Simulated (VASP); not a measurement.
Wanted: the native input for a VASP 6.6.1 run.

```
Task                    : single point
Functional              : PBE
Potentials or basis     : VASP PAW PBE potentials, release 64 (Li_sv)
Cutoff                  : 520 eV
k mesh                  : 16 × 16 × 15
Occupations             : fermi-dirac, width 0.1 eV
Spin                    : no spin polarisation
Dipole correction       : no
k mesh for the DOS      : 24 × 24 × 23
Occupations for the DOS : tetrahedron
Further INCAR settings  : ALGO = Normal; EDIFF = 1e-06
```

The system is Li.

```xyz
1
Lattice="2.8597 0.0000 0.0000 -1.4298 2.4765 0.0000 0.0000 0.0000 2.6357" Properties=species:S:1:pos:R:3 pbc="T T T"
Li    0.0000    0.0000    0.0000
```

This isn't the form of Li at room conditions, which is bcc.

The input as run:

POSCAR

```
Li
1.0
    2.8596667449      0.0000000000      0.0000000000
   -1.4298333724      2.4765440474      0.0000000000
    0.0000000000      0.0000000000      2.6356740021
Li
1
Direct
    0.0000000000      0.0000000000      0.0000000000
```

INCAR.step1

```
SYSTEM = Li
PREC = Accurate
ENCUT = 520
EDIFF = 1E-6
ISMEAR = -1
SIGMA = 0.1
LREAL = .FALSE.
LASPH = .TRUE.
NELM = 60
ALGO = Normal
ISIF = 2
LWAVE = .FALSE.
LCHARG = .TRUE.
GGA = PE
NBANDS = 8
```

KPOINTS.step1

```
regular mesh
0
G
  16 16 15
  0 0 0
```

INCAR.step2

```
SYSTEM = Li
PREC = Accurate
ENCUT = 520
EDIFF = 1E-6
ISMEAR = -5
SIGMA = 0.1
LREAL = .FALSE.
LASPH = .TRUE.
NELM = 60
ALGO = Normal
ISIF = 2
LWAVE = .FALSE.
LCHARG = .FALSE.
GGA = PE
LORBIT = 11
NEDOS = 1001
ICHARG = 11
```

KPOINTS.step2

```
regular mesh
0
G
  24 24 23
  0 0 0
```

Potentials or basis: VASP PAW PBE potentials, release 64 (Li_sv).

The run is started by

```sh
$ cat potpaw_PBE.64/Li_sv/POTCAR > POTCAR
$ cp INCAR.step1 INCAR
$ cp KPOINTS.step1 KPOINTS
$ mpirun -np 1 vasp_std > vasp.out
$ cp INCAR.step2 INCAR
$ cp KPOINTS.step2 KPOINTS
$ mpirun -np 1 vasp_std > vasp.out
```

It gave:

| Property | Result |
| --- | --- |
| Valence electrons inside the program's atomic spheres | Li 2.08 |

It took 63 s on 1 thread of Intel Xeon 8259CL, on a shared host, peak memory 0.18 GiB.
